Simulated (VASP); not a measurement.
# Fe (P6/mmm) in VASP: further runs

Fe is run at these levels: PBE; tasks: single point.

Everything below comes from runs of VASP 6.6.1. Logs are shortened: lines on timing, memory, paths and dates and some standing lists are left out, and cuts for length are marked.

### Step 1. The cell of the first run

The structure is hexagonal, space group P6/mmm (No. 191). The conventional cell has a = 1.854 Å, b = 1.854 Å, c = 1.704 Å, α = 90.00°, β = 90.00°, γ = 120.00°. Within 2.3 Å of Fe (site symmetry 6/mmm) lie 8 Fe at 1.70 to 1.85 Å.

This isn't the form of Fe at room conditions, which is bcc.

### Step 2. Single point, PBE, collinear spin, ferromagnetic start

INCAR

```
SYSTEM = Fe
PREC     = Accurate       ! precision mode
ENCUT    = 520            ! plane-wave cutoff, eV
EDIFF    = 1E-6           ! SCF threshold, eV
ISMEAR   = -1             ! smearing method
SIGMA    = 0.08           ! smearing width, eV
LREAL    = .FALSE.        ! projectors in reciprocal space
LASPH    = .TRUE.         ! aspherical terms in the spheres
NELM     = 150            ! most SCF steps
ALGO     = Normal         ! electronic algorithm
ISIF     = 2              ! what is computed and relaxed
LWAVE    = .FALSE.        ! write WAVECAR
LCHARG   = .FALSE.        ! write CHGCAR
ISPIN    = 2              ! spin polarisation
MAGMOM   = 2.5            ! initial moments
LORBIT   = 11             ! projections on sites
LMAXMIX  = 4              ! l up to which the mixer works
GGA      = PE             ! functional
NBANDS   = 14             ! bands
```

KPOINTS

```
regular mesh
0
G
  18 18 16
  0 0 0
```

POSCAR

```
Fe
1.0
    1.8538317735      0.0000000000      0.0000000000
   -0.9269158868      1.6054654102      0.0000000000
    0.0000000000      0.0000000000      1.7036637611
Fe
1
Direct
    0.0000000000      0.0000000000      0.0000000000
```

Potentials or basis: VASP PAW PBE potentials, release 64 (Fe).

Run with:

```sh
> cat potpaw_PBE.64/Fe/POTCAR > POTCAR
> mpirun -np 1 vasp_std > vasp.out
```

OUTCAR:

```text
SYSTEM = Fe
   PREC = Accurate
   ENCUT = 520
   EDIFF = 1E-6
   ISMEAR = -1
   LREAL = .FALSE.
   LASPH = .TRUE.
   NELM = 150
   ISIF = 2
   ISPIN = 2
   LORBIT = 11
   GGA = PE

 ion  position               nearest neighbor table
   1  0.000  0.000  0.000-

  LATTYP: Found a hexagonal cell.
 ALAT       =     1.8538317735
 C/A-ratio  =     0.9189958795

  Lattice vectors:

 A1 = (   1.8538317735,   0.0000000000,   0.0000000000)
 A2 = (  -0.9269158868,   1.6054654102,   0.0000000000)
 A3 = (   0.0000000000,   0.0000000000,   1.7036637611)

Analysis of symmetry for initial positions (statically):
=====================================================================
 Subroutine PRICEL returns:
 Original cell was already a primitive cell.

 Routine SETGRP: Setting up the symmetry group for a
 hexagonal supercell.

 Subroutine GETGRP returns: Found 24 space group operations
 (whereof 24 operations were pure point group operations)
 out of a pool of 24 trial point group operations.

The static configuration has the point symmetry D_6h.

Analysis of symmetry for dynamics (positions and initial velocities):
=====================================================================
 Subroutine PRICEL returns:
 Original cell was already a primitive cell.

 Routine SETGRP: Setting up the symmetry group for a
 hexagonal supercell.

 Subroutine GETGRP returns: Found 24 space group operations
 (whereof 24 operations were pure point group operations)
 out of a pool of 24 trial point group operations.

The dynamic configuration has the point symmetry D_6h.

Analysis of structural, dynamic, and magnetic symmetry:
=====================================================================
 Subroutine PRICEL returns:
 Original cell was already a primitive cell.

 Routine SETGRP: Setting up the symmetry group for a
 hexagonal supercell.

 Subroutine GETGRP returns: Found 24 space group operations
 (whereof 24 operations were pure point group operations)
 out of a pool of 24 trial point group operations.

The overall configuration has the point symmetry D_6h.

 Subroutine INISYM returns: Found 24 space group operations
 (whereof 24 operations are pure point group operations),
 and found     1 'primitive' translations

----------------------------------------------------------------------------------------

                                     Primitive cell

  volume of cell :       5.0706

  direct lattice vectors                    reciprocal lattice vectors
     1.853831774  0.000000000  0.000000000     0.539423271  0.311436171  0.000000000
    -0.926915887  1.605465410  0.000000000     0.000000000  0.622872342  0.000000000
     0.000000000  0.000000000  1.703663761     0.000000000  0.000000000  0.586970283

  length of vectors
     1.853831774  1.853831774  1.703663761     0.622872342  0.622872342  0.586970283

  position of ions in fractional coordinates (direct lattice)
     0.000000000  0.000000000  0.000000000

  ion indices of the primitive-cell ions
   primitive index   ion index
                 1           1

----------------------------------------------------------------------------------------

 KPOINTS: regular mesh

Automatic generation of k-mesh.
 Grid dimensions read from file:
 generate k-points for:   18   18   16

 Generating k-lattice:

  Cartesian coordinates                     Fractional coordinates (reciprocal lattice)
     0.029967960  0.017302010  0.000000000     0.055555556  0.000000000  0.000000000
     0.000000000  0.034604019  0.000000000     0.000000000  0.055555556  0.000000000
     0.000000000  0.000000000  0.036685643     0.000000000  0.000000000  0.062500000

  Length of vectors
     0.034604019  0.034604019  0.036685643

  Shift w.r.t. Gamma in fractional coordinates (k-lattice)
     0.000000000  0.000000000  0.000000000

 Subroutine IBZKPT returns following result:
 ===========================================

 Found    333 irreducible k-points:

 Following reciprocal coordinates:
            Coordinates               Weight
  0.000000  0.000000  0.000000      1.000000
  0.055556  0.000000  0.000000      6.000000
  0.111111  0.000000  0.000000      6.000000
  0.166667  0.000000  0.000000      6.000000
  0.222222  0.000000  0.000000      6.000000
  0.277778 -0.000000  0.000000      6.000000
[... 16 lines left out ...]
  0.333333  0.111111  0.000000     12.000000
  0.388889  0.111111  0.000000     12.000000
 [... further k-points ...]
   k-points           NKPTS =    333   k-points in BZ     NKDIM =    333   number of bands    NBANDS=     14
   number of dos      NEDOS =    301   number of ions     NIONS =      1
   total plane-waves  NPLWV =   2744
   dimension x,y,z NGX =    14 NGY =   14 NGZ =   14
   dimension x,y,z NGXF=    28 NGYF=   28 NGZF=   28
   ions per type =               1
   NGX,Y,Z   is equivalent  to a cutoff of  12.55, 12.55, 13.66 a.u.
   NGXF,Y,Z  is equivalent  to a cutoff of  25.11, 25.11, 27.32 a.u.
 SYSTEM =  Fe
[... 79 lines left out ...]
     10      61.9718      0.00000
     11      65.1495      0.00000
     12      65.6731      0.00000
     13      65.6731      0.00000
     14      72.1714      0.00000

 k-point     2 :       0.0556    0.0000    0.0000
  band No.  band energies     occupation
      1       6.6084      1.00000
      2       8.1210      1.00000
      3      13.6128      1.00000
      4      14.0385      1.00000
      5      21.8434      0.00000
      6      21.9820      0.00000
      7      46.7233      0.00000
      8      53.3655      0.00000
      9      60.6935      0.00000
     10      60.8106      0.00000
     11      64.9411      0.00000
     12      66.7442      0.00000
     13      66.9717      0.00000
     14      72.1582      0.00000
[... 343 lines left out ...]
      1       7.9097      1.00000
      2      10.8500      1.00000
      3      15.9996      1.00000
      4      17.9217      0.99997
      5      20.8349      0.00000
      6      22.9775      0.00000
      7      38.2975      0.00000
      8      46.1101      0.00000
      9      59.3068      0.00000
     10      62.4845      0.00000
     11      63.9336      0.00000
     12      72.0363      0.00000
     13      72.1455      0.00000
     14      75.2723      0.00000

 k-point    24 :       0.3889    0.1111    0.0000
  band No.  band energies     occupation
      1       7.5015      1.00000
      2      11.1720      1.00000
      3      17.1424      1.00000
      4      17.6161      1.00000
      5      20.7251      0.00000
      6      24.1796      0.00000
      7      36.6226      0.00000
      8      45.1740      0.00000
      9      59.0062      0.00000
     10      63.4593      0.00000
     11      64.3252      0.00000
     12      71.8745      0.00000
     13      72.2421      0.00000
     14      74.1239      0.00000

 [... further k-points ...]

 spin component 2

 k-point     1 :       0.0000    0.0000    0.0000
  band No.  band energies     occupation
      1       6.3548      1.00000
      2       8.0218      1.00000
      3      13.8316      1.00000
      4      13.8316      1.00000
      5      22.0113      0.00000
      6      22.0113      0.00000
      7      46.5391      0.00000
      8      53.0678      0.00000
      9      61.9718      0.00000
     10      61.9718      0.00000
     11      65.1495      0.00000
     12      65.6733      0.00000
     13      65.6733      0.00000
     14      72.1714      0.00000

 k-point     2 :       0.0556    0.0000    0.0000
  band No.  band energies     occupation
      1       6.6085      1.00000
      2       8.1208      1.00000
      3      13.6128      1.00000
      4      14.0385      1.00000
      5      21.8436      0.00000
      6      21.9822      0.00000
      7      46.7235      0.00000
      8      53.3656      0.00000
      9      60.6936      0.00000
     10      60.8107      0.00000
     11      64.9411      0.00000
     12      66.7443      0.00000
     13      66.9719      0.00000
     14      72.1582      0.00000
[... 343 lines left out ...]
      1       7.9098      1.00000
      2      10.8499      1.00000
      3      15.9997      1.00000
      4      17.9219      0.99997
      5      20.8351      0.00000
      6      22.9776      0.00000
      7      38.2976      0.00000
      8      46.1102      0.00000
      9      59.3069      0.00000
     10      62.4846      0.00000
     11      63.9337      0.00000
     12      72.0364      0.00000
     13      72.1456      0.00000
     14      75.2724      0.00000

 k-point    24 :       0.3889    0.1111    0.0000
  band No.  band energies     occupation
      1       7.5016      1.00000
      2      11.1719      1.00000
      3      17.1425      1.00000
      4      17.6163      1.00000
      5      20.7253      0.00000
      6      24.1797      0.00000
      7      36.6227      0.00000
      8      45.1741      0.00000
      9      59.0062      0.00000
     10      63.4593      0.00000
     11      64.3253      0.00000
     12      71.8746      0.00000
     13      72.2422      0.00000
     14      74.1241      0.00000

 [... further k-points ...]
[... 5 lines left out ...]
  --------------------------------------------------------------------------------------
  -------------------------------------------------------------------------------------
  Total       30.8494771     30.8494771     27.7989353     -0.0000000      0.0000000      0.0000000
  in kB     9747.7241267   9747.7241268   8783.8231965     -0.0000003      0.0000000      0.0000000
  external PRESSURE =    9426.4238167 kB  Pullay stress =       0.0000000 kB

 VOLUME and BASIS-vectors are now :
 -----------------------------------------------------------------------------
  energy-cutoff  :      520.00
  volume of cell :        5.07
      direct lattice vectors                 reciprocal lattice vectors
     1.853831774  0.000000000  0.000000000     0.539423271  0.311436171  0.000000000
    -0.926915887  1.605465410  0.000000000     0.000000000  0.622872342  0.000000000
     0.000000000  0.000000000  1.703663761     0.000000000  0.000000000  0.586970283

 POSITION                                       TOTAL-FORCE (eV/Angst)
 -----------------------------------------------------------------------------------
      0.00000      0.00000      0.00000        -0.000000      0.000000      0.000000
 -----------------------------------------------------------------------------------
    total drift:                               -0.000000     -0.000000     -0.000000

  FREE ENERGIE OF THE ION-ELECTRON SYSTEM (eV)
  ---------------------------------------------------
  free  energy   TOTEN  =         1.7006136902 eV

  energy  without entropy=        1.7140638310  energy(sigma->0) =        1.70733876

 total charge

# of ion       s       p       d       tot
------------------------------------------
    1        0.953   1.369   8.226  10.548

 magnetization (x)

# of ion       s       p       d       tot
------------------------------------------
    1        0.000   0.000   0.000   0.000
```

It took 15 s on 1 thread of Intel Xeon 6975P-C (Granite Rapids), shared host; peak memory 0.14 GiB.

The run converged, but its numbers aren't listed here, since they failed a check.

Caveat: atoms lie so close that the PAW spheres overlap strongly, which falsifies energies and pressures; the cell stands under pressure.

### Step 3. Single point, PBE, collinear spin, ferromagnetic start (6.34 Å³/atom)

This run uses another cell than the first one, of 6.34 Å³/atom.

INCAR

```
SYSTEM = Fe
PREC = Accurate ; ENCUT = 520
EDIFF = 1E-6 ; ISMEAR = -1
SIGMA = 0.08 ; LREAL = .FALSE.
LASPH = .TRUE. ; NELM = 150
ALGO = Normal ; ISIF = 2
LWAVE = .FALSE. ; LCHARG = .TRUE.
ISPIN = 2 ; MAGMOM = 2.5
LORBIT = 11 ; LMAXMIX = 4
GGA = PE ; LELF = .TRUE.
LVHAR = .TRUE. ; NBANDS = 14
```

KPOINTS

```
Automatic mesh
0
G
  18 18 16
  0 0 0
```

POSCAR

```
Fe
1.0
    1.9986207195      0.0000000000      0.0000000000
   -0.9993103598      1.7308563156      0.0000000000
    0.0000000000      0.0000000000      1.8322037625
Fe
1
Direct
    0.0000000000      0.0000000000      0.0000000000
```

Potentials or basis: VASP PAW PBE potentials, release 64 (Fe).

Run with:

```sh
> cat potpaw_PBE.64/Fe/POTCAR > POTCAR
> mpirun -np 1 vasp_std > vasp.out
```

Run time: 23 s. Hardware: 1 thread of Intel Xeon 6975P-C (Granite Rapids), shared host; peak memory 0.15 GiB.

It converged, with:

```
Free energy            : -3.5003 eV
Pressure               : 435.1 GPa
Band gap on the k mesh : zero (filled and empty bands overlap)
Net moment             : 0.00 μB per cell
```

Stress tensor (GPa, compression positive):
```
446.27   0.00   0.00
  0.00 446.27   0.00
  0.00   0.00 412.88
```

Levels at points of the mesh, in eV from the Fermi level:
Spin up:
| k point | band 1 | band 2 | band 3 | band 4 | band 5 | band 6 | band 7 | band 8 | band 9 |
| --- | --- | --- | --- | --- | --- | --- | --- | --- | --- |
| (0.00, 0.00, 0.00) | -11.77 | -8.20 | -3.52 | -3.52 | 2.44 | 2.44 | 26.28 | 30.87 | 39.46 |
| (0.50, 0.00, 0.00) | -9.33 | -6.14 | -0.85 | -0.03 | 1.77 | 2.62 | 13.61 | 24.78 | 35.72 |
| (0.00, 0.00, 0.50) | -6.16 | -2.31 | -2.31 | -1.65 | -1.60 | -1.60 | 13.21 | 34.79 | 37.79 |
| (0.50, 0.00, 0.50) | -10.77 | -6.62 | -3.21 | 3.02 | 4.41 | 10.88 | 12.66 | 20.36 | 28.39 |
Spin down:
```
           k point  band 2  band 3  band 4  band 5  band 6  band 7
(0.00, 0.00, 0.00)   -8.20   -3.52   -3.52    2.44    2.44   26.28
(0.50, 0.00, 0.00)   -6.14   -0.85   -0.03    1.78    2.63   13.61
(0.00, 0.00, 0.50)   -2.31   -2.31   -1.65   -1.60   -1.60   13.21
(0.50, 0.00, 0.50)   -6.62   -3.21    3.02    4.41   10.88   12.66
```

Caveat: atoms lie so close that the PAW spheres overlap strongly, which falsifies energies and pressures; the cell stands under pressure.

### Step 4. Single point, PBE, collinear spin, ferromagnetic start

This run uses another cell than the first one, of 7.61 Å³/atom.

INCAR

```
PREC = Accurate
ENCUT = 520
EDIFF = 1E-6
ISMEAR = -1
SIGMA = 0.08
LREAL = False
LASPH = True
NELM = 150
ALGO = Normal
ISIF = 2
LWAVE = False
LCHARG = False
ISPIN = 2
MAGMOM = 2.5
LORBIT = 11
LMAXMIX = 4
GGA = PE
NBANDS = 14
```

KPOINTS

```
Automatic mesh
0
Gamma
  18 18 16
```

POSCAR

```
Fe
1.0
    2.1266726022      0.0000000000      0.0000000000
   -1.0633363011      1.8417524990      0.0000000000
    0.0000000000      0.0000000000      1.9418447947
Fe
1
Direct
    0.0000000000      0.0000000000      0.0000000000
```

Run with:

```sh
> cat potpaw_PBE.64/Fe/POTCAR > POTCAR
> mpirun -np 1 vasp_std > vasp.out
```

Run time: 33 s. Hardware: 1 thread of Intel Xeon 6975P-C (Granite Rapids), shared host; peak memory 0.16 GiB.

The run converged. Its results:

```yaml
Free_energy: -5.9072 eV
Pressure: 200.3 GPa
Band_gap_on_the_k_mesh: zero (filled and empty bands overlap)
Net_moment: 0.00 μB per cell
```

Stress tensor (GPa, compression positive):
```
203.93   0.00   0.00
  0.00 203.93   0.00
  0.00   0.00 192.97
```

Levels at points of the mesh, in eV from the Fermi level:
Spin up:
```tsv
k point	band 1	band 2	band 3	band 4	band 5	band 6	band 7	band 8	band 9
(0.00, 0.00, 0.00)	-10.82	-6.50	-2.67	-2.67	1.88	1.88	24.90	27.93	35.07
(0.50, 0.00, 0.00)	-7.40	-5.12	-0.55	-0.42	1.39	2.03	10.99	21.89	31.15
(0.00, 0.00, 0.50)	-5.33	-1.74	-1.74	-1.61	-1.26	-1.26	10.53	32.43	35.07
(0.50, 0.00, 0.50)	-8.33	-5.15	-2.47	2.33	3.46	9.67	10.36	17.89	23.82
```
Spin down:
| k point | band 1 | band 2 | band 3 | band 4 | band 5 | band 6 | band 7 | band 8 |
| --- | --- | --- | --- | --- | --- | --- | --- | --- |
| (0.00, 0.00, 0.00) | -10.82 | -6.50 | -2.67 | -2.67 | 1.89 | 1.89 | 24.90 | 27.93 |
| (0.50, 0.00, 0.00) | -7.40 | -5.12 | -0.55 | -0.42 | 1.39 | 2.03 | 10.99 | 21.89 |
| (0.00, 0.00, 0.50) | -5.33 | -1.74 | -1.74 | -1.61 | -1.26 | -1.26 | 10.53 | 32.43 |
| (0.50, 0.00, 0.50) | -8.33 | -5.15 | -2.47 | 2.33 | 3.46 | 9.67 | 10.37 | 17.89 |

Caveat: atoms lie so close that the PAW spheres overlap strongly, which falsifies energies and pressures; the cell stands under pressure.

### Step 5. Single point, PBE, collinear spin, ferromagnetic start (7.61 Å³/atom)

This run uses another cell than the first one, of 7.61 Å³/atom.

INCAR

```
PREC = Accurate ; ENCUT = 520
EDIFF = 1E-6 ; ISMEAR = -1
SIGMA = 0.08 ; LREAL = F
LASPH = T ; NELM = 150
ALGO = Normal ; ISIF = 2
LWAVE = F ; LCHARG = F
ISPIN = 2 ; MAGMOM = 2.5
LORBIT = 11 ; LMAXMIX = 4
GGA = PE ; NBANDS = 14
```

KPOINTS

```
regular mesh
0
Gamma
  18 18 16
```

Changes to POSCAR since step 4:

```diff
@@ -4,3 +4,3 @@
    -1.0633363011      1.8417524990      0.0000000000
-    0.0000000000      0.0000000000      1.9418447947
+    0.0000000000      0.0000000000      1.9418447946
 Fe
```

Run with:

```sh
> cat potpaw_PBE.64/Fe/POTCAR > POTCAR
> mpirun -np 1 vasp_std > vasp.out
```

It took 27 s on 1 thread of Intel Xeon 6975P-C (Granite Rapids), shared host; peak memory 0.16 GiB.

The run converged. Its results:

* Free energy: -5.9072 eV
* Pressure: 200.3 GPa
* Band gap on the k mesh: zero (filled and empty bands overlap)
* Net moment: 0.00 μB per cell

Stress tensor (GPa, compression positive):
```
203.93   0.00   0.00
  0.00 203.93   0.00
  0.00   0.00 192.97
```

Levels at points of the mesh, in eV from the Fermi level:
Spin up:
```
           k point  band 1  band 2  band 3  band 4  band 5  band 6  band 7  band 8
(0.00, 0.00, 0.00)  -10.82   -6.50   -2.67   -2.67    1.88    1.88   24.90   27.93
(0.50, 0.00, 0.00)   -7.40   -5.12   -0.55   -0.42    1.39    2.03   10.99   21.89
(0.00, 0.00, 0.50)   -5.33   -1.74   -1.74   -1.61   -1.26   -1.26   10.53   32.43
(0.50, 0.00, 0.50)   -8.33   -5.15   -2.47    2.33    3.46    9.67   10.36   17.89
```
Spin down:
```csv
k point,band 1,band 2,band 3,band 4,band 5,band 6,band 7,band 8
"(0.00, 0.00, 0.00)",-10.82,-6.50,-2.67,-2.67,1.89,1.89,24.90,27.93
"(0.50, 0.00, 0.00)",-7.40,-5.12,-0.55,-0.42,1.39,2.03,10.99,21.89
"(0.00, 0.00, 0.50)",-5.33,-1.74,-1.74,-1.61,-1.26,-1.26,10.53,32.43
"(0.50, 0.00, 0.50)",-8.33,-5.15,-2.47,2.33,3.46,9.67,10.37,17.89
```

Caveat: atoms lie so close that the PAW spheres overlap strongly, which falsifies energies and pressures; the cell stands under pressure.
